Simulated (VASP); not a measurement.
Wanted: the native input for a VASP 6.6.1 run.

```
Task                   : single point
Functional             : r2SCAN
Potentials or basis    : VASP PAW PBE potentials, release 64 (B, N)
Cutoff                 : 520 eV
k mesh                 : 12 × 12 × 12
Occupations            : gaussian, width 0.02 eV
Spin                   : no spin polarisation
Dipole correction      : no
Further INCAR settings : ALGO = Normal; EDIFF = 1e-06; NBANDS = 11
```

The system is BN (Qingsongite).

```xyz
2
Lattice="0.0000 1.8049 1.8049 1.8049 0.0000 1.8049 1.8049 1.8049 0.0000" Properties=species:S:1:pos:R:3 pbc="T T T"
B     0.0000    0.0000    0.0000
N     0.9024    0.9024    0.9024
```

The input as run:

POSCAR

```
BN
1.0
    0.0000000000      1.8048651813      1.8048651813
    1.8048651813      0.0000000000      1.8048651813
    1.8048651813      1.8048651813      0.0000000000
B N
1 1
Direct
    0.0000000000      0.0000000000      0.0000000000
    0.2500000000      0.2500000000      0.2500000000
```

INCAR.step1

```
PREC = Accurate ; ENCUT = 520
ISMEAR = 0 ; SIGMA = 0.02
LREAL = F ; LASPH = T
NELM = 60 ; NBANDS = 11
GGA = PE ; ALGO = Normal
EDIFF = 1E-4 ; LWAVE = T
LCHARG = F
```

INCAR.step2

```
PREC = Accurate ; ENCUT = 520
EDIFF = 1E-6 ; ISMEAR = 0
SIGMA = 0.02 ; LREAL = F
LASPH = T ; NELM = 60
ALGO = Normal ; ISIF = 2
LWAVE = F ; LCHARG = T
METAGGA = R2SCAN ; LMIXTAU = T
LELF = T ; LVHAR = T
NBANDS = 11 ; ISTART = 1
```

KPOINTS

```
Automatic mesh
0
Gamma
  12 12 12
```

Potentials or basis: VASP PAW PBE potentials, release 64 (B, N).

Run with:

```bash
$ cat potpaw_PBE.64/B/POTCAR potpaw_PBE.64/N/POTCAR > POTCAR
$ cp INCAR.step1 INCAR
$ mpirun -np 1 vasp_std > vasp.out
$ cp INCAR.step2 INCAR
$ mpirun -np 1 vasp_std > vasp.out
```

It gave:

- Pressure: 1.1 GPa
- Band gap on the k mesh: 4.98 eV, indirect (least direct gap 9.55 eV)

Caveat: the PAW data sets were made with another functional, which shifts forces and pressure a little.

It took 35 s on 1 thread of AMD EPYC 7R13 Processor (Zen 3), on a shared host, peak memory 0.1 GiB.
